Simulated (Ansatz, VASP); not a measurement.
**Sc3BN2 in VASP and in Ansatz**

```xyz
6
Lattice="4.1725 0.0000 0.0000 0.0000 4.1725 0.0000 0.0000 0.0000 6.2989" Properties=species:S:1:pos:R:3 pbc="T T T"
Sc    2.0863    2.0863    3.1495
Sc    2.0863    2.0863    0.0000
Sc    0.0000    0.0000    3.1495
B     0.0000    0.0000    0.0000
N     0.0000    2.0863    3.1495
N     2.0863    0.0000    3.1495
```

Alike in both runs: functional PBE; k mesh 4 × 4 × 4; occupations gaussian, width 0.1 eV; collinear spin.

Ansatz relaxed the structure, and its values are those at the end. VASP's run is a single point on that final structure, the one shown.

```csv
,VASP,Ansatz
version,VASP 6.6.1,Ansatz 0.2.0
potentials or method,"VASP PAW PBE potentials, release 64 (Sc_sv, B, N), cutoff 520 eV","scalar-relativistic, plane waves, PAW"
valence electrons in the cell,46,46
```

Ansatz gave:

```
gap on the k mesh at the Fermi level (eV)                     : none
pressure (GPa)                                                : 0.1
net moment per atom (μB)                                      : 0.23
size of the moment on the site where the two differ most (μB) : 0.53
```

Problem. Estimate VASP's values.

Solution. gap on the k mesh at the Fermi level (eV): none; pressure (GPa): 0.3; net moment per atom (μB): 0.00; size of the moment on the site where the two differ most (μB): 0.00.

The net moments are unlike, so the other rows may belong to different states. Site moments also hang on the region over which each program counts them. A gap of «none» marks a metal or a gap that the smearing closes.

The k mesh is coarse, so the values compare programs but aren't converged.
